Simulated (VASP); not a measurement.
# Si2Mo (I4/mmm) in VASP: a series of runs

Runs on Si2Mo. Level: PBE. Tasks: single point.

All numbers are computed with VASP 6.6.1; they aren't measurements. Logs are shortened: lines on timing, memory, paths and dates and some standing lists are left out, and cuts for length are marked.

## 1. The cell of the first run

Symmetry: I4/mmm, No. 139, tetragonal system. The conventional cell has a = 3.200 Å, b = 3.200 Å, c = 7.861 Å, α = 90.00°, β = 90.00°, γ = 90.00°. Within 3.4 Å of Si (site symmetry 4mm) lie 9 Si at 2.61 to 3.20 Å and 5 Mo at 2.62 Å. Mo (site symmetry 4/mmm) has 10 Si at 2.62 Å and 4 Mo at 3.20 Å within 3.5 Å.

## 2. Single point, PBE

File INCAR:

```
PREC = Accurate ; ENCUT = 520
EDIFF = 1E-6 ; ISMEAR = 0
SIGMA = 0.1 ; LREAL = False
LASPH = True ; NELM = 80
ALGO = Normal ; ISIF = 2
LWAVE = False ; LCHARG = True
GGA = PE ; LELF = True
LVHAR = True ; NBANDS = 18
```

File KPOINTS:

```
regular mesh
0
Gamma
  8 8 8
```

File POSCAR:

```
Si2Mo
1.0
   -1.6000000000      1.6000000000      3.9305000000
    1.6000000000     -1.6000000000      3.9305000000
    1.6000000000      1.6000000000     -3.9305000000
Si Mo
2 1
Direct
    0.3330000000      0.3330000000      0.0000000000
    0.6670000000      0.6670000000      0.0000000000
    0.0000000000      0.0000000000      0.0000000000
```

Potentials or basis: VASP PAW PBE potentials, release 64 (Si, Mo_sv).

Launch:

```bash
$ cat potpaw_PBE.64/Si/POTCAR potpaw_PBE.64/Mo_sv/POTCAR > POTCAR
$ mpirun -np 1 vasp_std > vasp.out
```

OUTCAR:

```text
PREC = Accurate
   ENCUT = 520
   EDIFF = 1E-6
   ISMEAR = 0
   LREAL = False
   LASPH = True
   NELM = 80
   ISIF = 2
   GGA = PE

 ion  position               nearest neighbor table
   1  0.333  0.333  0.000-   2 2.61   2 2.61   2 2.61   2 2.61   3 2.62   3 2.62   3 2.62   3 2.62
                             3 2.62   2 2.63
   2  0.667  0.667  0.000-   1 2.61   1 2.61   1 2.61   1 2.61   3 2.62   3 2.62   3 2.62   3 2.62
                             3 2.62   1 2.63
   3  0.000  0.000  0.000-   2 2.62   1 2.62   2 2.62   1 2.62   2 2.62   1 2.62   1 2.62   2 2.62
                             1 2.62   2 2.62

  LATTYP: Found a body centered tetragonal cell.
 ALAT       =     3.2000000000
 C/A-ratio  =     2.4565625000

  Lattice vectors:

 A1 = (  -1.6000000000,   1.6000000000,   3.9305000000)
 A2 = (   1.6000000000,  -1.6000000000,   3.9305000000)
 A3 = (   1.6000000000,   1.6000000000,  -3.9305000000)

Analysis of symmetry for initial positions (statically):
=====================================================================
 Subroutine PRICEL returns:
 Original cell was already a primitive cell.

 Routine SETGRP: Setting up the symmetry group for a
 body centered tetragonal supercell.

 Subroutine GETGRP returns: Found 16 space group operations
 (whereof 16 operations were pure point group operations)
 out of a pool of 16 trial point group operations.

The static configuration has the point symmetry D_4h.

Analysis of symmetry for dynamics (positions and initial velocities):
=====================================================================
 Subroutine PRICEL returns:
 Original cell was already a primitive cell.

 Routine SETGRP: Setting up the symmetry group for a
 body centered tetragonal supercell.

 Subroutine GETGRP returns: Found 16 space group operations
 (whereof 16 operations were pure point group operations)
 out of a pool of 16 trial point group operations.

The dynamic configuration has the point symmetry D_4h.

 Subroutine INISYM returns: Found 16 space group operations
 (whereof 16 operations are pure point group operations),
 and found     1 'primitive' translations

----------------------------------------------------------------------------------------

                                     Primitive cell

  volume of cell :      40.2483

  direct lattice vectors                    reciprocal lattice vectors
    -1.600000000  1.600000000  3.930500000     0.000000000  0.312500000  0.127210279
     1.600000000 -1.600000000  3.930500000     0.312500000  0.000000000  0.127210279
     1.600000000  1.600000000 -3.930500000     0.312500000  0.312500000  0.000000000

  length of vectors
     4.535287229  4.535287229  4.535287229     0.337399918  0.337399918  0.441941738

  position of ions in fractional coordinates (direct lattice)
     0.333000000  0.333000000  0.000000000
     0.667000000  0.667000000  0.000000000
     0.000000000  0.000000000  0.000000000

  ion indices of the primitive-cell ions
   primitive index   ion index
                 1           1
                 2           2
                 3           3

----------------------------------------------------------------------------------------

 KPOINTS: regular mesh

Automatic generation of k-mesh.
 Grid dimensions read from file:
 generate k-points for:    8    8    8

 Generating k-lattice:

  Cartesian coordinates                     Fractional coordinates (reciprocal lattice)
     0.000000000  0.039062500  0.015901285     0.125000000  0.000000000 -0.000000000
     0.039062500  0.000000000  0.015901285     0.000000000  0.125000000 -0.000000000
     0.039062500  0.039062500  0.000000000     0.000000000  0.000000000  0.125000000

  Length of vectors
     0.042174990  0.042174990  0.055242717

  Shift w.r.t. Gamma in fractional coordinates (k-lattice)
     0.000000000  0.000000000  0.000000000

 Subroutine IBZKPT returns following result:
 ===========================================

 Found     59 irreducible k-points:

 Following reciprocal coordinates:
            Coordinates               Weight
  0.000000  0.000000  0.000000      1.000000
  0.125000  0.000000  0.000000      8.000000
  0.250000  0.000000  0.000000      8.000000
  0.375000  0.000000 -0.000000      8.000000
  0.500000  0.000000  0.000000      4.000000
  0.125000  0.125000  0.000000      8.000000
[... 16 lines left out ...]
  0.250000  0.125000  0.125000     16.000000
  0.375000  0.125000  0.125000      8.000000
 [... further k-points ...]
   k-points           NKPTS =     59   k-points in BZ     NKDIM =     59   number of bands    NBANDS=     18
   number of dos      NEDOS =    301   number of ions     NIONS =      3
   total plane-waves  NPLWV =  46656
   dimension x,y,z NGX =    36 NGY =   36 NGZ =   36
   dimension x,y,z NGXF=    72 NGYF=   72 NGZF=   72
   ions per type =               2   1
   NGX,Y,Z   is equivalent  to a cutoff of  13.20, 13.20, 13.20 a.u.
   NGXF,Y,Z  is equivalent  to a cutoff of  26.39, 26.39, 26.39 a.u.
 SYSTEM =  unknown system
   PREC   = accura    normal or accurate (medium, high low for compatibility)
   ISTART =      0    job   : 0-new  1-cont  2-samecut
   ICHARG =      2    charge: 1-file 2-atom 10-const
   ISPIN  =      1    spin polarized calculation?
   LNONCOLLINEAR =      F non collinear calculations
   LSORBIT =      F    spin-orbit coupling
   LASPH  =      T    aspherical Exc in radial PAW
   ENCUT  =  520.0 eV  38.22 Ry    6.18 a.u.   8.43  8.43  8.43*2*pi/ulx,y,z
   NELM   =     80;   NELMIN=  2; NELMDL= -5     # of ELM steps
   EDIFF  = 0.1E-05   stopping-criterion for ELM
   LREAL  =      F    real-space projection
   EDIFFG = 0.1E-04   stopping-criterion for IOM
   NSW    =      0    number of steps for IOM
   IBRION =     -1    ionic relax: 0-MD 1-quasi-New 2-CG
   NFREE  =      0    steps in history (QN), initial steepest desc. (CG)
   ISIF   =      2    stress and relaxation
   ISYM   =      2    0-nonsym 1-usesym 2-fastsym
   POTIM  = 0.5000    time-step for ionic-motion
   TEBEG  =    0.0;   TEEND  =   0.0 temperature during run
   PSTRESS=    0.0 pullay stress
   NELECT =      22.0000    total number of electrons
   NUPDOWN=      -1.0000    fix difference up-down
   EMIN   =  10.00;   EMAX   =-10.00  energy-range for DOS
   EFERMI =   0.00;   METHOD = LEGACY
   ISMEAR =     0;   SIGMA  =   0.10  broadening in eV -4-tet -1-fermi 0-gaus
   EFERMI_NEDOS =   21; number of points for ismear=-14 and -15
   IALGO  =     38    algorithm
   IMIX   =      4    mixing-type and parameters
     AMIX     =   0.40;   BMIX     =  1.00
     AMIX_MAG =   1.60;   BMIX_MAG =  1.00
  volume/ion in A,a.u.               =      13.42        90.54
  Fermi-wavevector in a.u.,A,eV,Ry     =   1.338546  2.529484 24.377614  1.791704
  Thomas-Fermi vector in A             =   2.467007
   LORBIT       =      0    0 simple, 1 ext, 2 COOP (PROOUT), +10 PAW based schemes
   GGA     = PE    functional components
   LHFCALC =     F    Hartree Fock is set to
   AEXX    =    0.0000 exact exchange contribution
   IVDW    =     0    specifies the selected vdW correction
   LEPSILON=     F    determine dielectric tensor
   LRPA    =     F    only Hartree local field effects (RPA)
 non-spin polarized calculation
 Gauss-broadening in eV      SIGMA  =   0.10
  energy-cutoff  :      520.00
  volume of cell :       40.25
 maximum number of plane-waves:      1108
 NGX is ok and might be reduce to    36

 number of electron      22.0000000 magnetization

 Free energy of the ion-electron system (eV)
  ---------------------------------------------------
  ext. energy  EPLUGINS =         0.00000000
  ---------------------------------------------------
  free energy    TOTEN  =       -23.25506248 eV

  energy without entropy =      -23.25418518  energy(sigma->0) =      -23.25462383

 E-fermi :  12.1861     XC(G=0): -12.4278

 val. band max:       12.0271997295   @ k =  -0.2500  -0.3750   0.2500
 cond. band min:      12.2286629449   @ k =  -0.3750   0.5000   0.3750
 fundamental gap:      0.2014632154
 Fermi energy:        12.1861412301

 k-point     1 :       0.0000    0.0000    0.0000
  band No.  band energies     occupation
      1     -48.4606      2.00000
      2     -22.6297      2.00000
      3     -22.5234      2.00000
      4     -22.5234      2.00000
      5      -1.1916      2.00000
      6       5.9316      2.00000
[... 10 lines left out ...]
     17      17.2933      0.00000
     18      17.2933      0.00000

 k-point     2 :       0.1250    0.0000    0.0000
  band No.  band energies     occupation
      1     -48.4579      2.00000
      2     -22.6268      2.00000
      3     -22.5615      2.00000
      4     -22.5199      2.00000
      5      -0.9098      2.00000
      6       5.9294      2.00000
[... 10 lines left out ...]
     17      17.6886      0.00000
     18      18.7121      0.00000

 k-point     3 :       0.2500    0.0000    0.0000
  band No.  band energies     occupation
      1     -48.4514      2.00000
      2     -22.6525      2.00000
      3     -22.6196      2.00000
      4     -22.5114      2.00000
      5      -0.0970      2.00000
      6       5.5322      2.00000
[... 10 lines left out ...]
     17      19.1666      0.00000
     18      21.2883      0.00000

 k-point     4 :       0.3750    0.0000   -0.0000
  band No.  band energies     occupation
      1     -48.4448      2.00000
      2     -22.7419      2.00000
      3     -22.6127      2.00000
      4     -22.5029      2.00000
      5       1.1535      2.00000
      6       4.2688      2.00000
[... 375 lines left out ...]
      4     -22.6065      2.00000
      5       0.7440      2.00000
      6       5.7908      2.00000
[... 10 lines left out ...]
     17      17.4688      0.00000
     18      20.6538      0.00000

 k-point    23 :       0.2500    0.1250    0.1250
  band No.  band energies     occupation
      1     -48.4360      2.00000
      2     -22.7233      2.00000
      3     -22.6249      2.00000
      4     -22.5989      2.00000
      5       1.8623      2.00000
      6       4.7302      2.00000
[... 10 lines left out ...]
     17      18.8189      0.00000
     18      20.3633      0.00000

 k-point    24 :       0.3750    0.1250    0.1250
  band No.  band energies     occupation
      1     -48.4333      2.00000
      2     -22.7588      2.00000
      3     -22.6203      2.00000
      4     -22.5958      2.00000
      5       3.0232      2.00000
      6       3.5088      2.00000
[... 10 lines left out ...]
     17      19.0300      0.00000
     18      20.6308      0.00000

 [... further k-points ...]
[... 5 lines left out ...]
  --------------------------------------------------------------------------------------
  -------------------------------------------------------------------------------------
  Total        0.7325182      0.7325182      0.3375125      0.0000000      0.0000000      0.0000000
  in kB       29.1595799     29.1595799     13.4354660      0.0000000      0.0000000      0.0000000
  external PRESSURE =      23.9182086 kB  Pullay stress =       0.0000000 kB

 VOLUME and BASIS-vectors are now :
 -----------------------------------------------------------------------------
  energy-cutoff  :      520.00
  volume of cell :       40.25
      direct lattice vectors                 reciprocal lattice vectors
    -1.600000000  1.600000000  3.930500000     0.000000000  0.312500000  0.127210279
     1.600000000 -1.600000000  3.930500000     0.312500000  0.000000000  0.127210279
     1.600000000  1.600000000 -3.930500000     0.312500000  0.312500000  0.000000000

 POSITION                                       TOTAL-FORCE (eV/Angst)
 -----------------------------------------------------------------------------------
      0.00000      0.00000      2.61771         0.000000      0.000000      0.313202
      0.00000      0.00000      5.24329        -0.000000     -0.000000     -0.313202
      0.00000      0.00000      0.00000         0.000000      0.000000     -0.000000
 -----------------------------------------------------------------------------------
    total drift:                                0.000000      0.000000     -0.000000

  FREE ENERGIE OF THE ION-ELECTRON SYSTEM (eV)
  ---------------------------------------------------
  free  energy   TOTEN  =       -23.2550624758 eV

  energy  without entropy=      -23.2541851767  energy(sigma->0) =      -23.25462383
```

Run time: 48 s. Hardware: 1 thread of Intel Xeon Platinum 8488C (Sapphire Rapids), shared host; peak memory 0.21 GiB.

Results:

| Quantity | Value |
| --- | --- |
| Free energy | -23.2551 eV |
| Pressure | 2.4 GPa |
| Largest force | 0.313 eV/Å |
| Band gap on the k mesh | zero (band 11 reaches 12.78 eV, above the bottom of band 12 at 11.74 eV) |

Forces in eV/Å, atoms in the order of the input:
```
Si   0.000  0.000  0.313
Si   0.000  0.000 -0.313
Mo   0.000  0.000  0.000
```

Levels at points of the mesh, in eV from the Fermi level:
| k point | band 8 | band 9 | band 10 | band 11 | band 12 | band 13 | band 14 | band 15 |
| --- | --- | --- | --- | --- | --- | --- | --- | --- |
| (0.00, 0.00, 0.00) | -2.93 | -2.58 | -2.58 | 0.50 | 3.15 | 3.19 | 3.72 | 3.72 |
| (0.50, 0.00, 0.00) | -4.39 | -2.53 | -2.42 | -0.43 | 2.35 | 3.10 | 4.12 | 4.34 |
| (0.50, 0.50, 0.00) | -5.20 | -4.41 | -2.98 | -1.05 | 2.41 | 2.80 | 3.09 | 3.33 |
| (0.50, 0.50, 0.50) | -2.20 | -0.50 | -0.50 | -0.45 | -0.45 | 0.64 | 4.70 | 5.24 |

## 3. Single point, PBE

This run uses another cell than the first one: it holds 15 atoms, not 3.

File INCAR:

```
PREC = Accurate ; ENCUT = 520
EDIFF = 1E-6 ; ISMEAR = 0
SIGMA = 0.1 ; LREAL = Auto
LASPH = True ; NELM = 100
ALGO = Normal ; ISIF = 2
LWAVE = False ; LCHARG = True
GGA = PE ; LELF = True
LVHAR = True ; NBANDS = 68
```

File KPOINTS:

```
regular mesh
0
Gamma
  1 1 1
```

File POSCAR:

```
Si2Mo
1.0
   -1.6084236874      4.8252710621     -3.9365099670
   -4.8252710621     -1.6084236874      3.9365099670
    4.8252710621      1.6084236874      3.9365099670
Si Mo
10 5
Direct
    0.0000000000      0.3350991367      0.3350991367
    0.8000000000      0.9350991367      0.5350991367
    0.4000000000      0.1350991367      0.9350991367
    0.6000000000      0.5350991367      0.7350991367
    0.2000000000      0.7350991367      0.1350991367
    0.0000000000      0.6649008633      0.6649008633
    0.8000000000      0.2649008633      0.8649008633
    0.4000000000      0.4649008633      0.2649008633
    0.6000000000      0.8649008633      0.0649008633
    0.2000000000      0.0649008633      0.4649008633
    0.2000000000      0.4000000000      0.8000000000
    0.0000000000      0.0000000000      0.0000000000
    0.6000000000      0.2000000000      0.4000000000
    0.8000000000      0.6000000000      0.2000000000
    0.4000000000      0.8000000000      0.6000000000
```

Potentials or basis: VASP PAW PBE potentials, release 64 (Si, Mo_sv).

Launch:

```bash
$ cat potpaw_PBE.64/Si/POTCAR potpaw_PBE.64/Mo_sv/POTCAR > POTCAR
$ mpirun -np 1 vasp_gam > vasp.out
```

Wall time 51 s (1 thread of Intel Xeon 8259CL, shared host); peak memory 0.31 GiB.

The run converged. Its results:

```yaml
Free_energy: -113.6655 eV
Pressure: 3.3 GPa
Largest_force: 0.585 eV/Å
Band_gap_on_the_k_mesh: 0.79 eV
```

Forces in eV/Å, atoms in the order of the input:
```
Si   0.000  0.000 -0.585
Si   0.000  0.000 -0.585
Si   0.000  0.000 -0.585
Si   0.000  0.000 -0.585
Si   0.000  0.000 -0.585
Si   0.000  0.000  0.585
Si   0.000  0.000  0.585
Si   0.000  0.000  0.585
Si   0.000  0.000  0.585
Si   0.000  0.000  0.585
Mo   0.000  0.000  0.000
Mo   0.000  0.000  0.000
Mo   0.000  0.000  0.000
Mo   0.000  0.000  0.000
Mo   0.000  0.000  0.000
```

Stress tensor (GPa, compression positive):
```
 6.88  0.00  0.00
 0.00  6.88  0.00
 0.00  0.00 -3.98
```

Levels at points of the mesh, in eV from the valence-band top:
| k point | band 51 | band 52 | band 53 | band 54 | band 55 | band 56 | band 57 | band 58 | band 59 | band 60 |
| --- | --- | --- | --- | --- | --- | --- | --- | --- | --- | --- |
| (0.00, 0.00, 0.00) | -1.57 | -1.57 | -1.57 | -1.57 | 0.00 | 0.79 | 0.79 | 0.79 | 0.79 | 1.54 |

Caveat: the k points lie up to 1.24 Å⁻¹ apart. PBE gaps usually lie below the measured ones, often by a third to a half.

## 4. Single point, PBE

This run uses another cell than the first one: it holds 12 atoms, not 3.

File INCAR:

```
SYSTEM = Si2Mo
PREC = Accurate
ENCUT = 520
EDIFF = 1E-7
ISMEAR = 0
SIGMA = 0.1
LREAL = .False.
LASPH = .True.
NELM = 80
ALGO = Normal
ISIF = 2
LWAVE = .False.
LCHARG = .False.
GGA = PE
NBANDS = 56
```

File KPOINTS:

```
Automatic mesh
0
Gamma
  6 6 4
  0.5 0.5 0.5
```

File POSCAR:

```
Si2Mo
1.0
    3.2168473747     -3.2168473747      0.0000000000
   -3.2168473747     -3.2168473747      0.0000000000
    0.0000000000      0.0000000000     -7.8730199340
Si Mo
8 4
Direct
    0.0000000000      0.5000000000      0.1649008633
    0.5000000000      0.5000000000      0.6649008633
    0.5000000000      1.0000000000      0.1649008633
    0.0000000000      1.0000000000      0.6649008633
    0.0000000000      0.5000000000      0.8350991367
    0.5000000000      0.5000000000      0.3350991367
    0.5000000000      1.0000000000      0.8350991367
    0.0000000000      1.0000000000      0.3350991367
    0.0000000000      0.0000000000      0.0000000000
    0.5000000000      0.0000000000      0.5000000000
    0.5000000000      0.5000000000      0.0000000000
    1.0000000000      0.5000000000      0.5000000000
```

Launch:

```bash
$ cat potpaw_PBE.64/Si/POTCAR potpaw_PBE.64/Mo_sv/POTCAR > POTCAR
$ mpirun -np 1 vasp_std > vasp.out
```

Wall time 2.2 min (1 thread of AMD EPYC 7R43 (Zen 3), shared host); peak memory 0.25 GiB.

It converged, with:

| Item | Value |
| --- | --- |
| Free energy | -93.0222 eV |
| Pressure | 0.2 GPa |
| Band gap on the k mesh | zero (band 44 reaches 12.09 eV, above the bottom of band 45 at 12.06 eV) |

Levels at points of the mesh, in eV from the Fermi level:
```tsv
k point	band 42	band 43	band 44	band 45	band 46	band 47
(0.08, 0.08, 0.12)	-1.08	-0.33	-0.06	-0.03	0.85	1.87
```

## 5. The runs side by side

```csv
cell,k mesh,gap on the mesh (eV),pressure (GPa),largest force (eV/Å)
"a = 4.535 Å, angles 138.7, 138.7, 59.9°, 3 atoms",8 × 8 × 8,none,2.4,0.31
"a = 6.432 Å, angles 104.5, 112.0, 112.0°, 15 atoms",1 × 1 × 1,0.79,3.3,0.58
"a = 4.549, b = 4.549, c = 7.873 Å, 12 atoms","6 × 6 × 4, shifted",none,0.2,-
```

Alike in all rows: task single point; level PBE; potentials or basis VASP PAW PBE potentials, release 64 (Si, Mo_sv); no spin polarisation; cutoff (eV) 520; smearing gaussian 0.1 eV.

Caveats: some runs use coarse meshes.

Total energies depend on the potentials used, so only differences within one code and one set of settings carry meaning.
